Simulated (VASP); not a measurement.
# MoS2 in VASP: single point with LDA

Aim: the single point of MoS2 with LDA.

Program: VASP 6.6.1. These are calculated values, not measurements. Logs are shortened: lines on timing, memory, paths and dates and some standing lists are left out, and cuts for length are marked.

## (1) The cell of the first run

The cell holds a slab with vacuum, 3 atoms: a = 3.226 Å, b = 3.226 Å, c = 17.563 Å, α = 90.00°, β = 90.00°, γ = 120.00°.

## (2) Single point, LDA (52.76 Å³/atom)

Contents of INCAR:

```
SYSTEM = MoS2
ALGO = Normal
EDIFF = 1E-7
ENCUT = 520
ISIF = 2
ISMEAR = -1
LASPH = .TRUE.
LCHARG = .TRUE.
LELF = .TRUE.
LREAL = .FALSE.
LVHAR = .TRUE.
LWAVE = .FALSE.
NBANDS = 20
NELM = 80
PREC = Accurate
SIGMA = 0.05
```

Contents of KPOINTS:

```
k-points
0
G
  10 10 2
  0 0 0
```

Contents of POSCAR:

```
MoS2
1.0
    3.2260272831      0.0000000000      0.0000000000
   -1.6130136416      2.7938215805      0.0000000000
    0.0000000000      0.0000000000     17.5627129508
Mo S
1 2
Direct
    0.0000000000      0.0000000000      0.0000000000
    0.3333333333      0.6666666667      0.9105070200
    0.3333333333      0.6666666667      0.0894929800
```

Potentials or basis: VASP PAW LDA potentials, release 64 (Mo_sv, S).

Command:

```bash
$ cat potpaw_LDA.64/Mo_sv/POTCAR potpaw_LDA.64/S/POTCAR > POTCAR
$ mpirun -np 1 vasp_std > vasp.out
```

OUTCAR:

```text
SYSTEM = MoS2
   EDIFF = 1E-7
   ENCUT = 520
   ISIF = 2
   ISMEAR = -1
   LASPH = .TRUE.
   LREAL = .FALSE.
   NELM = 80
   PREC = Accurate

 ion  position               nearest neighbor table
   1  0.000  0.000  0.000-   2 2.44   3 2.44   2 2.44   3 2.44   2 2.44   3 2.44
   2  0.333  0.667  0.911-   1 2.44   1 2.44   1 2.44
   3  0.333  0.667  0.089-   1 2.44   1 2.44   1 2.44

  LATTYP: Found a hexagonal cell.
 ALAT       =     3.2260272831
 C/A-ratio  =     5.4440683260

  Lattice vectors:

 A1 = (   3.2260272831,   0.0000000000,   0.0000000000)
 A2 = (  -1.6130136416,   2.7938215805,   0.0000000000)
 A3 = (   0.0000000000,   0.0000000000,  17.5627129508)

Analysis of symmetry for initial positions (statically):
=====================================================================
 Subroutine PRICEL returns:
 Original cell was already a primitive cell.

 Routine SETGRP: Setting up the symmetry group for a
 hexagonal supercell.

 Subroutine GETGRP returns: Found 12 space group operations
 (whereof 12 operations were pure point group operations)
 out of a pool of 24 trial point group operations.

The static configuration has the point symmetry D_3h.

Analysis of symmetry for dynamics (positions and initial velocities):
=====================================================================
 Subroutine PRICEL returns:
 Original cell was already a primitive cell.

 Routine SETGRP: Setting up the symmetry group for a
 hexagonal supercell.

 Subroutine GETGRP returns: Found 12 space group operations
 (whereof 12 operations were pure point group operations)
 out of a pool of 24 trial point group operations.

The dynamic configuration has the point symmetry D_3h.

 Subroutine INISYM returns: Found 12 space group operations
 (whereof 12 operations are pure point group operations),
 and found     1 'primitive' translations

----------------------------------------------------------------------------------------

                                     Primitive cell

  volume of cell :     158.2918

  direct lattice vectors                    reciprocal lattice vectors
     3.226027283  0.000000000  0.000000000     0.309978780  0.178966332  0.000000000
    -1.613013642  2.793821580  0.000000000     0.000000000  0.357932664  0.000000000
     0.000000000  0.000000000 17.562712951     0.000000000  0.000000000  0.056938811

  length of vectors
     3.226027283  3.226027283 17.562712951     0.357932664  0.357932664  0.056938811

  position of ions in fractional coordinates (direct lattice)
     0.000000000  0.000000000  0.000000000
     0.333333333  0.666666667  0.910507020
     0.333333333  0.666666667  0.089492980

  ion indices of the primitive-cell ions
   primitive index   ion index
                 1           1
                 2           2
                 3           3

----------------------------------------------------------------------------------------

 KPOINTS: k-points

Automatic generation of k-mesh.
 Grid dimensions read from file:
 generate k-points for:   10   10    2

 Generating k-lattice:

  Cartesian coordinates                     Fractional coordinates (reciprocal lattice)
     0.030997878  0.017896633  0.000000000     0.100000000  0.000000000  0.000000000
     0.000000000  0.035793266  0.000000000     0.000000000  0.100000000  0.000000000
     0.000000000  0.000000000  0.028469406     0.000000000  0.000000000  0.500000000

  Length of vectors
     0.035793266  0.035793266  0.028469406

  Shift w.r.t. Gamma in fractional coordinates (k-lattice)
     0.000000000  0.000000000  0.000000000

 Subroutine IBZKPT returns following result:
 ===========================================

 Found     28 irreducible k-points:

 Following reciprocal coordinates:
            Coordinates               Weight
  0.000000  0.000000  0.000000      1.000000
  0.100000  0.000000  0.000000      6.000000
  0.200000  0.000000  0.000000      6.000000
  0.300000  0.000000  0.000000      6.000000
  0.400000  0.000000  0.000000      6.000000
  0.500000  0.000000  0.000000      3.000000
[... 16 lines left out ...]
  0.300000  0.100000  0.500000     12.000000
  0.400000  0.100000  0.500000     12.000000
 [... further k-points ...]
   k-points           NKPTS =     28   k-points in BZ     NKDIM =     28   number of bands    NBANDS=     20
   number of dos      NEDOS =    301   number of ions     NIONS =      3
   total plane-waves  NPLWV =  80640
   dimension x,y,z NGX =    24 NGY =   24 NGZ =  140
   dimension x,y,z NGXF=    48 NGYF=   48 NGZF=  280
   ions per type =               1   2
   NGX,Y,Z   is equivalent  to a cutoff of  12.37, 12.37, 13.25 a.u.
   NGXF,Y,Z  is equivalent  to a cutoff of  24.74, 24.74, 26.50 a.u.
 SYSTEM =  MoS2
   PREC   = accura    normal or accurate (medium, high low for compatibility)
   ISTART =      0    job   : 0-new  1-cont  2-samecut
   ICHARG =      2    charge: 1-file 2-atom 10-const
   ISPIN  =      1    spin polarized calculation?
   LNONCOLLINEAR =      F non collinear calculations
   LSORBIT =      F    spin-orbit coupling
   LASPH  =      T    aspherical Exc in radial PAW
   ENCUT  =  520.0 eV  38.22 Ry    6.18 a.u.   6.00  6.00 32.66*2*pi/ulx,y,z
   NELM   =     80;   NELMIN=  2; NELMDL= -5     # of ELM steps
   EDIFF  = 0.1E-06   stopping-criterion for ELM
   LREAL  =      F    real-space projection
   EDIFFG = 0.1E-05   stopping-criterion for IOM
   NSW    =      0    number of steps for IOM
   IBRION =     -1    ionic relax: 0-MD 1-quasi-New 2-CG
   NFREE  =      0    steps in history (QN), initial steepest desc. (CG)
   ISIF   =      2    stress and relaxation
   ISYM   =      2    0-nonsym 1-usesym 2-fastsym
   POTIM  = 0.5000    time-step for ionic-motion
   TEBEG  =    0.0;   TEEND  =   0.0 temperature during run
   PSTRESS=    0.0 pullay stress
   NELECT =      26.0000    total number of electrons
   NUPDOWN=      -1.0000    fix difference up-down
   EMIN   =  10.00;   EMAX   =-10.00  energy-range for DOS
   EFERMI =   0.00;   METHOD = LEGACY
   ISMEAR =    -1;   SIGMA  =   0.05  broadening in eV -4-tet -1-fermi 0-gaus
   EFERMI_NEDOS =   21; number of points for ismear=-14 and -15
   IALGO  =     38    algorithm
   IMIX   =      4    mixing-type and parameters
     AMIX     =   0.40;   BMIX     =  1.00
     AMIX_MAG =   1.60;   BMIX_MAG =  1.00
  volume/ion in A,a.u.               =      52.76       356.07
  Fermi-wavevector in a.u.,A,eV,Ry     =   0.896561  1.694255 10.936657  0.803822
  Thomas-Fermi vector in A             =   2.019035
   LORBIT       =      0    0 simple, 1 ext, 2 COOP (PROOUT), +10 PAW based schemes
   GGA     = CA    functional components
   LHFCALC =     F    Hartree Fock is set to
   AEXX    =    0.0000 exact exchange contribution
   IVDW    =     0    specifies the selected vdW correction
   LEPSILON=     F    determine dielectric tensor
   LRPA    =     F    only Hartree local field effects (RPA)
 non-spin polarized calculation
  energy-cutoff  :      520.00
  volume of cell :      158.29
 maximum number of plane-waves:      4310
 NGX is ok and might be reduce to    24
   NGX = 11   NGY = 11   NGZ = 65

 number of electron      26.0000005 magnetization

 Free energy of the ion-electron system (eV)
  ---------------------------------------------------
  ext. energy  EPLUGINS =         0.00000000
  ---------------------------------------------------
  free energy    TOTEN  =       -24.21396820 eV

  energy without entropy =      -24.21396819  energy(sigma->0) =      -24.21396820

 E-fermi :  -0.9783     XC(G=0):  -4.4028

 val. band max:       -1.7713998775   @ k =   0.0000   0.0000   0.5000
 cond. band min:      -0.1347219881   @ k =   0.3000   0.3000   0.0000
 fundamental gap:      1.6366778893
 Fermi energy:        -0.9783213576

 k-point     1 :       0.0000    0.0000    0.0000
  band No.  band energies     occupation
      1     -62.3736      2.00000
      2     -36.6818      2.00000
      3     -36.5037      2.00000
      4     -36.5037      2.00000
      5     -15.6342      2.00000
      6     -14.3772      2.00000
[... 12 lines left out ...]
     19       4.0992      0.00000
     20       4.2900      0.00000

 k-point     2 :       0.1000    0.0000    0.0000
  band No.  band energies     occupation
      1     -62.3705      2.00000
      2     -36.6757      2.00000
      3     -36.5355      2.00000
      4     -36.5110      2.00000
      5     -15.4952      2.00000
      6     -14.3191      2.00000
[... 12 lines left out ...]
     19       4.2856      0.00000
     20       4.7815      0.00000

 k-point     3 :       0.2000    0.0000    0.0000
  band No.  band energies     occupation
      1     -62.3626      2.00000
      2     -36.6597      2.00000
      3     -36.6181      2.00000
      4     -36.5301      2.00000
      5     -15.1101      2.00000
      6     -14.1584      2.00000
[... 12 lines left out ...]
     19       4.8095      0.00000
     20       5.6461      0.00000

 k-point     4 :       0.3000    0.0000    0.0000
  band No.  band energies     occupation
      1     -62.3527      2.00000
      2     -36.7186      2.00000
      3     -36.6399      2.00000
      4     -36.5535      2.00000
      5     -14.5788      2.00000
      6     -13.9398      2.00000
[... 12 lines left out ...]
     19       5.5410      0.00000
     20       6.1530      0.00000

 k-point     5 :       0.4000    0.0000    0.0000
  band No.  band energies     occupation
      1     -62.3447      2.00000
      2     -36.7987      2.00000
      3     -36.6238      2.00000
      4     -36.5724      2.00000
      5     -14.0828      2.00000
      6     -13.7422      2.00000
[... 12 lines left out ...]
     19       5.9215      0.00000
     20       5.9223      0.00000

 k-point     6 :       0.5000    0.0000    0.0000
  band No.  band energies     occupation
      1     -62.3416      2.00000
      2     -36.8291      2.00000
      3     -36.6177      2.00000
      4     -36.5796      2.00000
      5     -13.8709      2.00000
      6     -13.6606      2.00000
[... 12 lines left out ...]
     19       5.9806      0.00000
     20       6.2296      0.00000

 k-point     7 :       0.1000    0.1000    0.0000
  band No.  band energies     occupation
      1     -62.3650      2.00000
      2     -36.6647      2.00000
      3     -36.5904      2.00000
      4     -36.5265      2.00000
      5     -15.2328      2.00000
      6     -14.2093      2.00000
[... 12 lines left out ...]
     19       4.6423      0.00000
     20       5.4862      0.00000
[... 277 lines left out ...]
 k-point    20 :       0.5000    0.0000    0.5000
  band No.  band energies     occupation
      1     -62.3416      2.00000
      2     -36.8291      2.00000
      3     -36.6177      2.00000
      4     -36.5796      2.00000
      5     -13.8709      2.00000
      6     -13.6606      2.00000
[... 12 lines left out ...]
     19       5.9805      0.00000
     20       6.2300      0.00000

 k-point    21 :       0.1000    0.1000    0.5000
  band No.  band energies     occupation
      1     -62.3650      2.00000
      2     -36.6647      2.00000
      3     -36.5904      2.00000
      4     -36.5265      2.00000
      5     -15.2328      2.00000
      6     -14.2093      2.00000
[... 12 lines left out ...]
     19       4.4998      0.00000
     20       5.7456      0.00000

 k-point    22 :       0.2000    0.1000    0.5000
  band No.  band energies     occupation
      1     -62.3561      2.00000
      2     -36.6763      2.00000
      3     -36.6468      2.00000
      4     -36.5533      2.00000
      5     -14.7718      2.00000
      6     -14.0170      2.00000
[... 12 lines left out ...]
     19       5.1861      0.00000
     20       6.3981      0.00000

 k-point    23 :       0.3000    0.1000    0.5000
  band No.  band energies     occupation
      1     -62.3472      2.00000
      2     -36.7608      2.00000
      3     -36.6288      2.00000
      4     -36.5803      2.00000
      5     -14.2486      2.00000
      6     -13.8019      2.00000
[... 12 lines left out ...]
     19       6.0021      0.00000
     20       6.0305      0.00000

 k-point    24 :       0.4000    0.1000    0.5000
  band No.  band energies     occupation
      1     -62.3416      2.00000
      2     -36.8123      2.00000
      3     -36.6177      2.00000
      4     -36.5970      2.00000
      5     -13.8799      2.00000
      6     -13.6543      2.00000
[... 12 lines left out ...]
     19       6.5171      0.00000
     20       6.5345      0.00000

 [... further k-points ...]

------------------------ aborting loop because EDIFF is reached ----------------------------------------

  FORCE on cell =-STRESS in cart. coord.  units (eV):
  Direction    XX          YY          ZZ          XY          YZ          ZX
  --------------------------------------------------------------------------------------
  -------------------------------------------------------------------------------------
  Total       -3.9735222     -3.9735222     -3.0857174      0.0000000      0.0000000      0.0000000
  in kB      -40.2186900    -40.2186900    -31.2326202      0.0000000      0.0000000      0.0000000
  external PRESSURE =     -37.2233334 kB  Pullay stress =       0.0000000 kB

 VOLUME and BASIS-vectors are now :
 -----------------------------------------------------------------------------
  energy-cutoff  :      520.00
  volume of cell :      158.29
      direct lattice vectors                 reciprocal lattice vectors
     3.226027283  0.000000000  0.000000000     0.309978780  0.178966332  0.000000000
    -1.613013642  2.793821580  0.000000000     0.000000000  0.357932664  0.000000000
     0.000000000  0.000000000 17.562712951     0.000000000  0.000000000  0.056938811

 POSITION                                       TOTAL-FORCE (eV/Angst)
 -----------------------------------------------------------------------------------
      0.00000      0.00000      0.00000        -0.000000      0.000000      0.000000
     -0.00000      1.86255     15.99097         0.000000      0.000000      0.973386
     -0.00000      1.86255      1.57174        -0.000000     -0.000000     -0.973386
 -----------------------------------------------------------------------------------
    total drift:                                0.000000     -0.000000     -0.000000

  FREE ENERGIE OF THE ION-ELECTRON SYSTEM (eV)
  ---------------------------------------------------
  free  energy   TOTEN  =       -24.2139682012 eV

  energy  without entropy=      -24.2139681907  energy(sigma->0) =      -24.21396820
```

Wall time 2.8 min (1 thread of Intel Xeon 8259CL, shared host); peak memory 0.26 GiB.

Results:

```yaml
Free_energy: -24.2140 eV
Largest_force: 0.973 eV/Å
Band_gap_on_the_k_mesh: 1.64 eV (least direct gap 1.82 eV)
```

Forces in eV/Å, atoms in the order of the input:
```
Mo   0.000  0.000  0.000
S    0.000  0.000  0.973
S    0.000  0.000 -0.973
```
